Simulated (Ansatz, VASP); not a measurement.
**Two plane-wave programs on Ag**

```
Ag
1.0
     0.00000    1.98181    1.98181
     1.98181    0.00000    1.98181
     1.98181    1.98181    0.00000
Ag
1
Direct
  0.00000 0.00000 0.00000
```

Change from the starting cell: strain -0.030 along x and y, -0.030 along z, atoms carried along.

Alike in both runs: task single point; functional PBE; k mesh 10 × 10 × 10; occupations gaussian, width 0.15 eV; no spin polarisation.

|  | VASP | Ansatz |
| --- | --- | --- |
| version | VASP 6.6.1 | Ansatz 0.2.0 |
| potentials or method | VASP PAW PBE potentials, release 64 (Ag), cutoff 520 eV | scalar-relativistic, plane waves, PAW |
| valence electrons in the cell | 11 | 19 |

```csv
,VASP,Ansatz,Ansatz less VASP
gap on the k mesh at the Fermi level (eV),none,none,-
pressure (GPa),18.4,18.7,+0.29
```

A gap of «none» marks a metal or a gap that the smearing closes. The functional is the same, so the differences come from potentials, cutoffs and numerics. VASP's potentials hold 11 valence electrons a cell and Ansatz's 19, so a difference there can come from the potentials and not from the codes.
